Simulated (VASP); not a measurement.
# LiGeN (P6_3mc) in VASP: settings compared

LiGeN is run at these levels: r2SCAN, PBE; tasks: single point.

All numbers are computed with VASP 6.6.1; they aren't measurements. Logs are shortened: lines on timing, memory, paths and dates and some standing lists are left out, and cuts for length are marked.

## 1. The cell of the first run

It takes space group P6_3mc (No. 186, hexagonal). The conventional cell has a = 3.017 Å, b = 3.017 Å, c = 9.446 Å, α = 90.00°, β = 90.00°, γ = 120.00°. Within 3.1 Å of Li (site symmetry 3m) lie 3 N at 2.19 Å and 6 Ge at 2.89 to 2.98 Å and 6 Li at 3.02 Å. Within 2.6 Å of Ge (site symmetry 3m) lie 3 N at 2.00 Å. Within 2.6 Å of N (site symmetry 3m) lie 3 Ge at 2.00 Å and 3 Li at 2.19 Å.

## 2. Single point, r2SCAN (12.41 Å³/atom)

File POSCAR:

```
LiGeN
1.0
    3.0166460797      0.0000000000      0.0000000000
   -1.5083230399      2.6124921393      0.0000000000
    0.0000000000      0.0000000000      9.4456682950
Li Ge N
2 2 2
Direct
    0.6666666667      0.3333333333      0.7431798159
    0.3333333333      0.6666666667      0.2431798159
    0.0000000000      0.0000000000      0.4988273199
    0.0000000000      0.0000000000      0.9988273199
    0.3333333333      0.6666666667      0.6026308642
    0.6666666667      0.3333333333      0.1026308642
```

File INCAR.step1:

```
  PREC = Accurate
  ENCUT = 520
  ISMEAR = 0
  SIGMA = 0.01
  LREAL = F
  LASPH = T
  NELM = 80
  NBANDS = 31
  GGA = PE
  ALGO = Normal
  EDIFF = 1E-4
  LWAVE = T
  LCHARG = F
```

File INCAR.step2:

```
  PREC = Accurate
  ENCUT = 520
  EDIFF = 1E-6
  ISMEAR = 0
  SIGMA = 0.01
  LREAL = F
  LASPH = T
  NELM = 80
  ALGO = Normal
  ISIF = 2
  LWAVE = F
  LCHARG = F
  METAGGA = R2SCAN
  LMIXTAU = T
  NBANDS = 31
  ISTART = 1
```

File KPOINTS:

```
Automatic mesh
0
Gamma
  9 9 2
```

Potentials or basis: VASP PAW PBE potentials, release 64 (Li_sv, Ge_d, N).

Command:

```console
> cat potpaw_PBE.64/Li_sv/POTCAR potpaw_PBE.64/Ge_d/POTCAR potpaw_PBE.64/N/POTCAR > POTCAR
> cp INCAR.step1 INCAR
> mpirun -np 1 vasp_std > vasp.out
> cp INCAR.step2 INCAR
> mpirun -np 1 vasp_std > vasp.out
```

OUTCAR:

```text
PREC = Accurate
   ENCUT = 520
   EDIFF = 1E-6
   ISMEAR = 0
   LREAL = F
   LASPH = T
   NELM = 80
   ISIF = 2
   METAGGA = R2SCAN
   ISTART = 1

 ion  position               nearest neighbor table
   1  0.667  0.333  0.743-   5 2.19   5 2.19   5 2.19
   2  0.333  0.667  0.243-   6 2.19   6 2.19   6 2.19
   3  0.000  0.000  0.499-   5 2.00   5 2.00   5 2.00
   4  0.000  0.000  0.999-   6 2.00   6 2.00   6 2.00
   5  0.333  0.667  0.603-   3 2.00   3 2.00   3 2.00   1 2.19   1 2.19   1 2.19
   6  0.667  0.333  0.103-   4 2.00   4 2.00   4 2.00   2 2.19   2 2.19   2 2.19

  LATTYP: Found a hexagonal cell.
 ALAT       =     3.0166460797
 C/A-ratio  =     3.1311821292

  Lattice vectors:

 A1 = (   3.0166460797,   0.0000000000,   0.0000000000)
 A2 = (  -1.5083230399,   2.6124921393,   0.0000000000)
 A3 = (   0.0000000000,   0.0000000000,   9.4456682950)

Analysis of symmetry for initial positions (statically):
=====================================================================
 Subroutine PRICEL returns:
 Original cell was already a primitive cell.

 Routine SETGRP: Setting up the symmetry group for a
 hexagonal supercell.

 Subroutine GETGRP returns: Found 12 space group operations
 (whereof  6 operations were pure point group operations)
 out of a pool of 24 trial point group operations.

The static configuration has the point symmetry C_3v.
 The point group associated with its full space group is C_6v.

Analysis of symmetry for dynamics (positions and initial velocities):
=====================================================================
 Subroutine PRICEL returns:
 Original cell was already a primitive cell.

 Routine SETGRP: Setting up the symmetry group for a
 hexagonal supercell.

 Subroutine GETGRP returns: Found 12 space group operations
 (whereof  6 operations were pure point group operations)
 out of a pool of 24 trial point group operations.

The dynamic configuration has the point symmetry C_3v.
 The point group associated with its full space group is C_6v.

 Subroutine INISYM returns: Found 12 space group operations
 (whereof  6 operations are pure point group operations),
 and found     1 'primitive' translations

----------------------------------------------------------------------------------------

                                     Primitive cell

  volume of cell :      74.4410

  direct lattice vectors                    reciprocal lattice vectors
     3.016646080  0.000000000  0.000000000     0.331493975  0.191388136  0.000000000
    -1.508323040  2.612492139  0.000000000     0.000000000  0.382776271  0.000000000
     0.000000000  0.000000000  9.445668295     0.000000000  0.000000000  0.105868634

  length of vectors
     3.016646080  3.016646080  9.445668295     0.382776271  0.382776271  0.105868634

  position of ions in fractional coordinates (direct lattice)
     0.666666667  0.333333333  0.743179816
     0.333333333  0.666666667  0.243179816
     0.000000000  0.000000000  0.498827320
     0.000000000  0.000000000  0.998827320
     0.333333333  0.666666667  0.602630864
     0.666666667  0.333333333  0.102630864

  ion indices of the primitive-cell ions
   primitive index   ion index
                 1           1
                 2           2
                 3           3
                 4           4
                 5           5
                 6           6

----------------------------------------------------------------------------------------

 KPOINTS: Automatic mesh

Automatic generation of k-mesh.
 Grid dimensions read from file:
 generate k-points for:    9    9    2

 Generating k-lattice:

  Cartesian coordinates                     Fractional coordinates (reciprocal lattice)
     0.036832664  0.021265348  0.000000000     0.111111111  0.000000000  0.000000000
     0.000000000  0.042530697  0.000000000     0.000000000  0.111111111  0.000000000
     0.000000000  0.000000000  0.052934317     0.000000000  0.000000000  0.500000000

  Length of vectors
     0.042530697  0.042530697  0.052934317

  Shift w.r.t. Gamma in fractional coordinates (k-lattice)
     0.000000000  0.000000000  0.000000000

 Subroutine IBZKPT returns following result:
 ===========================================

 Found     24 irreducible k-points:

 Following reciprocal coordinates:
            Coordinates               Weight
  0.000000  0.000000  0.000000      1.000000
  0.111111 -0.000000  0.000000      6.000000
  0.222222  0.000000  0.000000      6.000000
  0.333333  0.000000  0.000000      6.000000
  0.444444  0.000000  0.000000      6.000000
  0.111111  0.111111  0.000000      6.000000
[... 16 lines left out ...]
  0.333333  0.222222  0.500000     12.000000
  0.333333  0.333333  0.500000      2.000000
   k-points           NKPTS =     24   k-points in BZ     NKDIM =     24   number of bands    NBANDS=     31
   number of dos      NEDOS =    301   number of ions     NIONS =      6
   total plane-waves  NPLWV =  40320
   dimension x,y,z NGX =    24 NGY =   24 NGZ =   70
   dimension x,y,z NGXF=    48 NGYF=   48 NGZF=  140
   ions per type =               2   2   2
   NGX,Y,Z   is equivalent  to a cutoff of  13.23, 13.23, 12.32 a.u.
   NGXF,Y,Z  is equivalent  to a cutoff of  26.45, 26.45, 24.64 a.u.
 SYSTEM =  unknown system
   PREC   = accura    normal or accurate (medium, high low for compatibility)
   ISTART =      1    job   : 0-new  1-cont  2-samecut
   ICHARG =      0    charge: 1-file 2-atom 10-const
   ISPIN  =      1    spin polarized calculation?
   LNONCOLLINEAR =      F non collinear calculations
   LSORBIT =      F    spin-orbit coupling
   LASPH  =      T    aspherical Exc in radial PAW
   ENCUT  =  520.0 eV  38.22 Ry    6.18 a.u.   5.61  5.61 17.56*2*pi/ulx,y,z
   NELM   =     80;   NELMIN=  2; NELMDL=  0     # of ELM steps
   EDIFF  = 0.1E-05   stopping-criterion for ELM
   LREAL  =      F    real-space projection
   EDIFFG = 0.1E-04   stopping-criterion for IOM
   NSW    =      0    number of steps for IOM
   IBRION =     -1    ionic relax: 0-MD 1-quasi-New 2-CG
   NFREE  =      0    steps in history (QN), initial steepest desc. (CG)
   ISIF   =      2    stress and relaxation
   ISYM   =      2    0-nonsym 1-usesym 2-fastsym
   POTIM  = 0.5000    time-step for ionic-motion
   TEBEG  =    0.0;   TEEND  =   0.0 temperature during run
   PSTRESS=    0.0 pullay stress
   NELECT =      44.0000    total number of electrons
   NUPDOWN=      -1.0000    fix difference up-down
   EMIN   =  10.00;   EMAX   =-10.00  energy-range for DOS
   EFERMI =   0.00;   METHOD = LEGACY
   ISMEAR =     0;   SIGMA  =   0.01  broadening in eV -4-tet -1-fermi 0-gaus
   EFERMI_NEDOS =   21; number of points for ismear=-14 and -15
   IALGO  =     38    algorithm
   IMIX   =      4    mixing-type and parameters
     AMIX     =   0.40;   BMIX     =  1.00
     AMIX_MAG =   1.60;   BMIX_MAG =  1.00
  volume/ion in A,a.u.               =      12.41        83.73
  Fermi-wavevector in a.u.,A,eV,Ry     =   1.373900  2.596294 25.682364  1.887601
  Thomas-Fermi vector in A             =   2.499375
   LORBIT       =      0    0 simple, 1 ext, 2 COOP (PROOUT), +10 PAW based schemes
   METAGGA = R2SCAN    functional components
   LHFCALC =     F    Hartree Fock is set to
   AEXX    =    0.0000 exact exchange contribution
   IVDW    =     0    specifies the selected vdW correction
   LEPSILON=     F    determine dielectric tensor
   LRPA    =     F    only Hartree local field effects (RPA)
 non-spin polarized calculation
 Gauss-broadening in eV      SIGMA  =   0.01
  energy-cutoff  :      520.00
  volume of cell :       74.44
 maximum number of plane-waves:      2040
 NGX is ok and might be reduce to    24
   NGX = 11   NGY = 11   NGZ = 35

 number of electron      44.0000010 magnetization

 Free energy of the ion-electron system (eV)
  ---------------------------------------------------
  ext. energy  EPLUGINS =         0.00000000
  ---------------------------------------------------
  free energy    TOTEN  =       -53.20126989 eV

  energy without entropy =      -53.20126989  energy(sigma->0) =      -53.20126989

 E-fermi :   4.5884     XC(G=0): -11.1025

 val. band max:        4.3838641802   @ k =   0.2222   0.0000   0.0000
 cond. band min:       6.3639670161   @ k =   0.4444   0.0000   0.0000
 fundamental gap:      1.9801028358
 Fermi energy:         4.5884395345

 k-point     1 :       0.0000    0.0000    0.0000
  band No.  band energies     occupation
      1     -42.4196      2.00000
      2     -42.4195      2.00000
      3     -20.2611      2.00000
      4     -20.2611      2.00000
      5     -20.2610      2.00000
      6     -20.2610      2.00000
[... 23 lines left out ...]
     30      13.2512      0.00000
     31      17.7959      0.00000

 k-point     2 :       0.1111   -0.0000    0.0000
  band No.  band energies     occupation
      1     -42.4179      2.00000
      2     -42.4178      2.00000
      3     -20.2690      2.00000
      4     -20.2689      2.00000
      5     -20.2497      2.00000
      6     -20.2496      2.00000
[... 23 lines left out ...]
     30      13.3714      0.00000
     31      16.3660      0.00000

 k-point     3 :       0.2222    0.0000    0.0000
  band No.  band energies     occupation
      1     -42.4135      2.00000
      2     -42.4134      2.00000
      3     -20.2905      2.00000
      4     -20.2903      2.00000
      5     -20.2208      2.00000
      6     -20.2208      2.00000
[... 23 lines left out ...]
     30      13.4650      0.00000
     31      14.9785      0.00000

 k-point     4 :       0.3333    0.0000    0.0000
  band No.  band energies     occupation
      1     -42.4084      2.00000
      2     -42.4084      2.00000
      3     -20.3168      2.00000
      4     -20.3165      2.00000
      5     -20.1887      2.00000
      6     -20.1887      2.00000
[... 635 lines left out ...]
     30      13.8615      0.00000
     31      14.5978      0.00000

 k-point    23 :       0.3333    0.2222    0.5000
  band No.  band energies     occupation
      1     -42.4037      2.00000
      2     -42.4037      2.00000
      3     -20.3073      2.00000
      4     -20.3073      2.00000
      5     -20.1944      2.00000
      6     -20.1944      2.00000
[... 23 lines left out ...]
     30      13.5402      0.00000
     31      14.5905      0.00000

 k-point    24 :       0.3333    0.3333    0.5000
  band No.  band energies     occupation
      1     -42.4028      2.00000
      2     -42.4028      2.00000
      3     -20.2981      2.00000
      4     -20.2981      2.00000
      5     -20.2015      2.00000
      6     -20.2015      2.00000
[... 23 lines left out ...]
     30      13.8387      0.00000
     31      14.5147      0.00000

------------------------ aborting loop because EDIFF is reached ----------------------------------------

  FORCE on cell =-STRESS in cart. coord.  units (eV):
  Direction    XX          YY          ZZ          XY          YZ          ZX
  --------------------------------------------------------------------------------------
  -------------------------------------------------------------------------------------
  Total       -1.4840175     -1.4840175     -1.1834449      0.0000000      0.0000000      0.0000000
  in kB      -31.9401952    -31.9401952    -25.4710344      0.0000000      0.0000000      0.0000000
  external PRESSURE =     -29.7838083 kB  Pullay stress =       0.0000000 kB

 VOLUME and BASIS-vectors are now :
 -----------------------------------------------------------------------------
  energy-cutoff  :      520.00
  volume of cell :       74.44
      direct lattice vectors                 reciprocal lattice vectors
     3.016646080  0.000000000  0.000000000     0.331493975  0.191388136  0.000000000
    -1.508323040  2.612492139  0.000000000     0.000000000  0.382776271  0.000000000
     0.000000000  0.000000000  9.445668295     0.000000000  0.000000000  0.105868634

 POSITION                                       TOTAL-FORCE (eV/Angst)
 -----------------------------------------------------------------------------------
      1.50832      0.87083      7.01983        -0.000000     -0.000000     -0.100082
     -0.00000      1.74166      2.29700        -0.000000      0.000000     -0.100082
      0.00000      0.00000      4.71176        -0.000000      0.000000      0.203088
      0.00000      0.00000      9.43459         0.000000      0.000000      0.203088
     -0.00000      1.74166      5.69225        -0.000000     -0.000000     -0.103006
      1.50832      0.87083      0.96942        -0.000000      0.000000     -0.103006
 -----------------------------------------------------------------------------------
    total drift:                                0.000000      0.000001     -0.038845

  FREE ENERGIE OF THE ION-ELECTRON SYSTEM (eV)
  ---------------------------------------------------
  free  energy   TOTEN  =       -53.2012698883 eV

  energy  without entropy=      -53.2012698883  energy(sigma->0) =      -53.20126989
```

Run time: 1.9 min. Hardware: 1 thread of Intel Xeon 6975P-C (Granite Rapids), shared host; peak memory 0.22 GiB.

What came out:

```
Free energy            : -53.2013 eV
Largest force          : 0.203 eV/Å
Band gap on the k mesh : 1.98 eV (least direct gap 2.76 eV)
```

Forces on the atoms (eV/Å):
```
Li   0.000  0.000 -0.100
Li   0.000  0.000 -0.100
Ge   0.000  0.000  0.203
Ge   0.000  0.000  0.203
N    0.000  0.000 -0.103
N    0.000  0.000 -0.103
```

Caveat: the cutoff is under 1.25 times the usual one of these potentials, so pressure, stress and relaxed cells hold a basis-set (Pulay) error; the PAW data sets were made with another functional, which shifts forces and pressure a little. A k mesh can miss the band edges.

(Continued in part 2 of 2.)
